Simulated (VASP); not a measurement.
Wanted: the native input for a VASP 6.6.1 run.

- Task: single point
- Functional: PBE
- Potentials or basis: VASP PAW PBE potentials, release 64 (Na_pv, Cl)
- Cutoff: 500 eV
- k mesh: 6 × 6 × 4
- Occupations: gaussian, width 0.02 eV
- Spin: no spin polarisation
- Dipole correction: no
- Further INCAR settings: ALGO = Normal; EDIFF = 1e-06; NBANDS = 22

The structure of NaCl lies in POSCAR:

```
NaCl
1.0
    3.8949183859      0.0000000000      0.0000000000
    0.0000000000      3.8949183859      0.0000000000
    0.0000000000      0.0000000000      5.8506896145
Na Cl
2 2
Direct
    0.0000000000      0.0000000000      0.0000000000
    0.5000000000      0.5000000000      0.5000000000
    0.5000000000      0.5000000000      0.0000000000
    0.0000000000      0.0000000000      0.5000000000
```

The input as run:

INCAR

```
SYSTEM = NaCl
  PREC = Accurate
  ENCUT = 500
  EDIFF = 1E-6
  ISMEAR = 0
  SIGMA = 0.02
  LREAL = .False.
  LASPH = .True.
  NELM = 120
  ALGO = Normal
  ISIF = 2
  LWAVE = .False.
  LCHARG = .False.
  GGA = PE
  NBANDS = 22
  GGA_COMPAT = .False.
```

KPOINTS

```
regular mesh
0
Gamma
  6 6 4
  0 0 0
```

Potentials or basis: VASP PAW PBE potentials, release 64 (Na_pv, Cl).

Launch:

```console
$ cat potpaw_PBE.64/Na_pv/POTCAR potpaw_PBE.64/Cl/POTCAR > POTCAR
$ mpirun -np 1 vasp_std > vasp.out
```

It gave:

The pressure is 1.2 GPa and the band gap on the k mesh is 5.13 eV.

Wall time 29 s on 1 thread of Intel(R) Xeon(R) Platinum 8375C CPU @ 2.90GHz (Ice Lake), with other jobs on the host, peak memory 0.19 GiB.
